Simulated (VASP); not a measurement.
# Ta in VASP: further runs

Ta is run at these levels: PBEsol; tasks: single point.

All numbers are computed with VASP 6.6.1; they aren't measurements. Logs are shortened: lines on timing, memory, paths and dates and some standing lists are left out, and cuts for length are marked.

### 1 The cell of the first run

It takes space group I4/mmm (No. 139, tetragonal). Conventional cell: a = 3.280 Å, b = 3.280 Å, c = 3.773 Å, α = 90.00°, β = 90.00°, γ = 90.00°. Within 3.9 Å of Ta (site symmetry 4/mmm) lie 14 Ta at 2.99 to 3.77 Å.

### 2 Single point, PBEsol (normal strain along x +0.0000, normal strain along z +0.1500)

Input file INCAR:

```
SYSTEM = Ta
PREC     = Accurate       ! precision mode
ENCUT    = 520            ! plane-wave cutoff, eV
EDIFF    = 1E-7           ! SCF threshold, eV
ISMEAR   = 0              ! smearing method
SIGMA    = 0.15           ! smearing width, eV
LREAL    = .FALSE.        ! projectors in reciprocal space
LASPH    = .TRUE.         ! aspherical terms in the spheres
NELM     = 80             ! most SCF steps
ALGO     = Fast           ! electronic algorithm
ISIF     = 2              ! what is computed and relaxed
LWAVE    = .FALSE.        ! write WAVECAR
LCHARG   = .FALSE.        ! write CHGCAR
GGA      = PS             ! functional
NBANDS   = 12             ! bands
```

Input file KPOINTS:

```
regular mesh
0
G
  20 20 20
  0 0 0
```

Input file POSCAR:

```
Ta
1.0
   -1.6402286350      1.6402286350      1.8862629302
    1.6402286350     -1.6402286350      1.8862629302
    1.6402286350      1.6402286350     -1.8862629302
Ta
1
Direct
    0.0000000000      0.0000000000      0.0000000000
```

Potentials or basis: VASP PAW PBE potentials, release 64 (Ta_pv).

Started as:

```console
$ cat potpaw_PBE.64/Ta_pv/POTCAR > POTCAR
$ mpirun -np 1 vasp_std > vasp.out
```

OUTCAR:

```text
SYSTEM = Ta
   PREC = Accurate
   ENCUT = 520
   EDIFF = 1E-7
   ISMEAR = 0
   LREAL = .FALSE.
   LASPH = .TRUE.
   NELM = 80
   ISIF = 2
   GGA = PS

 ion  position               nearest neighbor table
   1  0.000  0.000  0.000-

  LATTYP: Found a body centered tetragonal cell.
 ALAT       =     3.2804572700
 C/A-ratio  =     1.1500000000

  Lattice vectors:

 A1 = (  -1.6402286350,   1.6402286350,   1.8862629302)
 A2 = (   1.6402286350,  -1.6402286350,   1.8862629302)
 A3 = (   1.6402286350,   1.6402286350,  -1.8862629302)

Analysis of symmetry for initial positions (statically):
=====================================================================
 Subroutine PRICEL returns:
 Original cell was already a primitive cell.

 Routine SETGRP: Setting up the symmetry group for a
 body centered tetragonal supercell.

 Subroutine GETGRP returns: Found 16 space group operations
 (whereof 16 operations were pure point group operations)
 out of a pool of 16 trial point group operations.

The static configuration has the point symmetry D_4h.

Analysis of symmetry for dynamics (positions and initial velocities):
=====================================================================
 Subroutine PRICEL returns:
 Original cell was already a primitive cell.

 Routine SETGRP: Setting up the symmetry group for a
 body centered tetragonal supercell.

 Subroutine GETGRP returns: Found 16 space group operations
 (whereof 16 operations were pure point group operations)
 out of a pool of 16 trial point group operations.

The dynamic configuration has the point symmetry D_4h.

 Subroutine INISYM returns: Found 16 space group operations
 (whereof 16 operations are pure point group operations),
 and found     1 'primitive' translations

----------------------------------------------------------------------------------------

                                     Primitive cell

  volume of cell :      20.2988

  direct lattice vectors                    reciprocal lattice vectors
    -1.640228635  1.640228635  1.886262930     0.000000000  0.304835551  0.265074392
     1.640228635 -1.640228635  1.886262930     0.304835551  0.000000000  0.265074392
     1.640228635  1.640228635 -1.886262930     0.304835551  0.304835551  0.000000000

  length of vectors
     2.989763835  2.989763835  2.989763835     0.403966764  0.403966764  0.431102571

  position of ions in fractional coordinates (direct lattice)
     0.000000000  0.000000000  0.000000000

[... 78 lines left out ...]
   NSW    =      0    number of steps for IOM
   IBRION =     -1    ionic relax: 0-MD 1-quasi-New 2-CG
   NFREE  =      0    steps in history (QN), initial steepest desc. (CG)
   ISIF   =      2    stress and relaxation
   ISYM   =      2    0-nonsym 1-usesym 2-fastsym
   POTIM  = 0.5000    time-step for ionic-motion
   TEBEG  =    0.0;   TEEND  =   0.0 temperature during run
   PSTRESS=    0.0 pullay stress
   NELECT =      11.0000    total number of electrons
   NUPDOWN=      -1.0000    fix difference up-down
   EMIN   =  10.00;   EMAX   =-10.00  energy-range for DOS
   EFERMI =   0.00;   METHOD = LEGACY
   ISMEAR =     0;   SIGMA  =   0.15  broadening in eV -4-tet -1-fermi 0-gaus
   EFERMI_NEDOS =   21; number of points for ismear=-14 and -15
   IALGO  =     68    algorithm
   IMIX   =      4    mixing-type and parameters
     AMIX     =   0.40;   BMIX     =  1.00
     AMIX_MAG =   1.60;   BMIX_MAG =  1.00
  volume/ion in A,a.u.               =      20.30       136.98
  Fermi-wavevector in a.u.,A,eV,Ry     =   1.334695  2.522208 24.237567  1.781411
  Thomas-Fermi vector in A             =   2.463457
   LORBIT       =      0    0 simple, 1 ext, 2 COOP (PROOUT), +10 PAW based schemes
   GGA     = PS    functional components
   LHFCALC =     F    Hartree Fock is set to
   AEXX    =    0.0000 exact exchange contribution
   IVDW    =     0    specifies the selected vdW correction
   LEPSILON=     F    determine dielectric tensor
   LRPA    =     F    only Hartree local field effects (RPA)
 non-spin polarized calculation
 RMM-DIIS sequential band-by-band and
 Gauss-broadening in eV      SIGMA  =   0.15
  energy-cutoff  :      520.00
  volume of cell :       20.30
 maximum number of plane-waves:       562
 NGX is ok and might be reduce to    24
   NGX = 11   NGY = 11   NGZ = 11

 number of electron      10.9999999 magnetization

 Free energy of the ion-electron system (eV)
  ---------------------------------------------------
  ext. energy  EPLUGINS =         0.00000000
  ---------------------------------------------------
  free energy    TOTEN  =       -12.30262040 eV

  energy without entropy =      -12.28563180  energy(sigma->0) =      -12.29412610

 E-fermi :   4.4879     XC(G=0): -12.1280

 val. band max:        4.4860949115   @ k =  -0.2500   0.3000   0.0500
 cond. band min:       4.4885042949   @ k =  -0.2500   0.3500   0.1500
 fundamental gap:      0.0024093834
 Fermi energy:         4.4879479893

 k-point     1 :       0.0000    0.0000    0.0000
  band No.  band energies     occupation
      1     -29.1108      2.00000
      2     -29.0965      2.00000
      3     -29.0965      2.00000
      4      -3.0549      2.00000
      5       4.8150      0.00204
      6       4.8150      0.00204
      7       6.1778      0.00000
      8       6.8740      0.00000
      9       8.6133      0.00000
     10      17.6640      0.00000
     11      19.7782      0.00000
     12      19.7782      0.00000
[... 331 lines left out ...]
 k-point    24 :      -0.3500    0.0500   -0.0000
  band No.  band energies     occupation
      1     -29.6949      2.00000
      2     -29.2563      2.00000
      3     -29.1231      2.00000
      4      -0.1007      2.00000
      5       4.1330      1.99918
      6       4.1540      1.99836
      7       6.7389      0.00000
      8       8.5558      0.00000
      9       8.8398      0.00000
     10      16.3588      0.00000
     11      17.9956      0.00000
     12      18.6439      0.00000

 [... further k-points ...]
[... 5 lines left out ...]
  --------------------------------------------------------------------------------------
  -------------------------------------------------------------------------------------
  Total       -2.2839409     -2.2839409     -3.3726203      0.0000000     -0.0000000      0.0000000
  in kB     -180.2704122   -180.2704122   -266.1993741      0.0000000     -0.0000000      0.0000000
  external PRESSURE =    -208.9133995 kB  Pullay stress =       0.0000000 kB

 VOLUME and BASIS-vectors are now :
 -----------------------------------------------------------------------------
  energy-cutoff  :      520.00
  volume of cell :       20.30
      direct lattice vectors                 reciprocal lattice vectors
    -1.640228635  1.640228635  1.886262930     0.000000000  0.304835551  0.265074392
     1.640228635 -1.640228635  1.886262930     0.304835551  0.000000000  0.265074392
     1.640228635  1.640228635 -1.886262930     0.304835551  0.304835551  0.000000000

 POSITION                                       TOTAL-FORCE (eV/Angst)
 -----------------------------------------------------------------------------------
      0.00000      0.00000      0.00000        -0.000000     -0.000000     -0.000000
 -----------------------------------------------------------------------------------
    total drift:                               -0.000000      0.000000      0.000000

  FREE ENERGIE OF THE ION-ELECTRON SYSTEM (eV)
  ---------------------------------------------------
  free  energy   TOTEN  =       -12.3026203954 eV

  energy  without entropy=      -12.2856318003  energy(sigma->0) =      -12.29412610
```

OSZICAR:

```text
N       E                     dE             d eps       ncg     rms          rms(c)
DAV:   1     0.603019620589E+02    0.60302E+02   -0.60612E+03 15392   0.856E+02
DAV:   2    -0.118621762800E+02   -0.72164E+02   -0.70441E+02 17200   0.241E+02
DAV:   3    -0.129255742749E+02   -0.10634E+01   -0.10524E+01 18788   0.275E+01
DAV:   4    -0.129288792469E+02   -0.33050E-02   -0.33045E-02 17128   0.172E+00
DAV:   5    -0.129288932133E+02   -0.13966E-04   -0.13966E-04 18652   0.106E-01    0.112E+01
RMM:   6    -0.124356701785E+02    0.49322E+00   -0.35111E-01 16553   0.470E+00    0.506E+00
RMM:   7    -0.123033821611E+02    0.13229E+00   -0.32300E-01 17110   0.435E+00    0.421E-01
RMM:   8    -0.123026132804E+02    0.76888E-03   -0.14419E-02 18201   0.104E+00    0.290E-01
RMM:   9    -0.123026182360E+02   -0.49556E-05   -0.24634E-03 18901   0.395E-01    0.650E-02
RMM:  10    -0.123026072538E+02    0.10982E-04   -0.40036E-04 19648   0.147E-01    0.780E-03
RMM:  11    -0.123026170487E+02   -0.97949E-05   -0.10630E-04 20646   0.630E-02    0.103E-02
RMM:  12    -0.123026192944E+02   -0.22457E-05   -0.21569E-05 21341   0.248E-02    0.345E-02
RMM:  13    -0.123026201267E+02   -0.83231E-06   -0.40976E-06 19707   0.113E-02    0.162E-02
RMM:  14    -0.123026202974E+02   -0.17071E-06   -0.60407E-07 16754   0.431E-03    0.128E-02
RMM:  15    -0.123026203954E+02   -0.97971E-07   -0.19560E-07 13376   0.164E-03
   1 F= -.12302620E+02 E0= -.12294126E+02  d E =-.169886E-01
```

Wall time 47 s (1 thread of Intel Xeon 6975P-C (Granite Rapids), shared host); peak memory 0.26 GiB.

What came out:

* Free energy: -12.3026 eV
* Pressure: -20.9 GPa

Stress tensor (GPa, compression positive):
```
-18.03   0.00   0.00
  0.00 -18.03   0.00
  0.00   0.00 -26.62
```

Caveat: the cell differs from its parent crystal (normal strain along x +0.0000, normal strain along z +0.1500); the PAW data sets were made with another functional, which shifts forces and pressure a little; spin-orbit coupling is left out, which moves the levels of the heavy elements.

(Part 1 of 3 ends here.)
